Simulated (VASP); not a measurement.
**MnSb: single point with PBE**

MnSb:

```
Sb Mn
1.0
     4.15000    0.00000    0.00000
    -2.07500    3.59401    0.00000
     0.00000    0.00000    5.78000
Sb Mn
2 2
Direct
  0.66667 0.33333 0.75000
  0.33333 0.66667 0.25000
  0.00000 0.00000 0.50000
  0.00000 0.00000 0.00000
```

```yaml
Program: VASP 6.6.1
Task: single point
Functional: PBE
Potentials_or_basis: VASP PAW PBE potentials, release 64 (Sb, Mn_pv)
Cutoff: 520 eV
k_mesh: 7 × 7 × 5
Occupations: gaussian, width 0.019 eV
Spin: collinear spin, ferromagnetic start
Starting_moments: "[0.0, 0.0, 4.0, 4.0] μB"
```

```
Pressure                                              : -3.4 GPa
Net moment                                            : 6.68 μB per cell
Site moments                                          : Sb -0.13; Mn +3.39 μB
Valence electrons inside the program's atomic spheres : Sb 2.44; Mn 11.51
```

Stress tensor (GPa, compression positive):
```
-3.04  0.00  0.00
 0.00 -3.04  0.00
 0.00  0.00 -4.25
```

Levels at points of the mesh, in eV from the Fermi level:
Spin up:
| k point | band 18 | band 19 | band 20 | band 21 | band 22 | band 23 | band 24 | band 25 |
| --- | --- | --- | --- | --- | --- | --- | --- | --- |
| (0.00, 0.00, 0.00) | -1.85 | -0.50 | 0.52 | 0.52 | 2.28 | 2.28 | 2.65 | 3.04 |
Spin down:
| k point | band 11 | band 12 | band 13 | band 14 | band 15 | band 16 | band 17 | band 18 | band 19 | band 20 |
| --- | --- | --- | --- | --- | --- | --- | --- | --- | --- | --- |
| (0.00, 0.00, 0.00) | -2.41 | -0.88 | 0.04 | 0.04 | 0.33 | 0.33 | 0.58 | 0.58 | 1.47 | 1.47 |

Run time: 72 s on 1 thread of Intel(R) Xeon(R) 6975P-C (Granite Rapids), on a shared host, peak memory 0.3 GiB.

Caveat: the cell stands under tension; spin-orbit coupling is left out, which moves the levels of the heavy elements; the run started ferromagnetic, and an antiferromagnetic order may lie lower in energy.
